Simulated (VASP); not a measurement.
**GaN: single point with PBE**

The system is GaN.

```
CELL_PARAMETERS angstrom
0.00000 2.13524 2.13524
2.13524 0.00000 2.13524
2.13524 2.13524 0.00000
ATOMIC_POSITIONS crystal
Ga 0.00000 0.00000 0.00000
N 0.50000 0.50000 0.50000
```

```yaml
Program: VASP 6.6.1
Task: single point
Functional: PBE
Potentials_or_basis: VASP PAW PBE potentials, release 64 (Ga_d, N)
Cutoff: 520 eV
k_mesh: 11 × 11 × 11
Occupations: fermi-dirac, width 0.05 eV
Spin: no spin polarisation
```

```
Pressure               : 0.4 GPa
Band gap on the k mesh : 0.54 eV (least direct gap 2.37 eV)
```

Levels at points of the mesh, in eV from the valence-band top:
| k point | band 5 | band 6 | band 7 | band 8 | band 9 | band 10 | band 11 | band 12 | band 13 | band 14 |
| --- | --- | --- | --- | --- | --- | --- | --- | --- | --- | --- |
| (0.00, 0.00, 0.00) | -13.92 | -13.92 | -0.49 | -0.49 | -0.49 | 1.88 | 14.53 | 14.53 | 14.53 | 15.37 |

Wall time 16 s on 1 thread of Intel Xeon 8259CL, on a shared host, peak memory 0.15 GiB.

Caveat: semilocal functionals underestimate gaps, and a narrow one can read as zero; an odd mesh through Γ misses points on the zone boundary, where band edges can lie.
